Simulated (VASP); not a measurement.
## FeCu: single point with PBE

The system is FeCu.

```
Fe Cu
1.0
     1.43827   -1.98793    0.00000
     1.43827    1.98793    0.00000
     0.00000    0.00000    4.13814
Fe Cu
1 1
Direct
  0.00000 0.00000 0.00000
  0.50000 0.50000 0.50000
```

| Property | Result |
| --- | --- |
| Program | VASP 6.6.1 |
| Task | single point |
| Functional | PBE |
| Potentials or basis | VASP PAW PBE potentials, release 64 (Fe, Cu) |
| Cutoff | 520 eV |
| k mesh | 12 × 12 × 7 |
| Occupations | fermi-dirac, width 0.03 eV |
| Spin | collinear spin, ferromagnetic start |
| Starting moments | [1.83, 0.0] μB |
| Fixed moment | 1.83 μB |

| Property | Result |
| --- | --- |
| Pressure | -3.6 GPa |
| Net moment | 1.83 μB per cell |
| Site moments | Fe +1.92; Cu -0.04 μB |
| Valence electrons inside the program's atomic spheres | Fe 7.14; Cu 10.04 |

Stress tensor (GPa, compression positive):
```
-3.38  0.00  0.00
 0.00 -5.83  0.00
 0.00  0.00 -1.60
```

Wall time 57 s on 1 thread of Intel(R) Xeon(R) 6975P-C (Granite Rapids), on a shared host, peak memory 0.23 GiB.

Caveat: the cell stands under tension; the total moment is fixed, so each spin has its own Fermi level and the state may be an excited one.
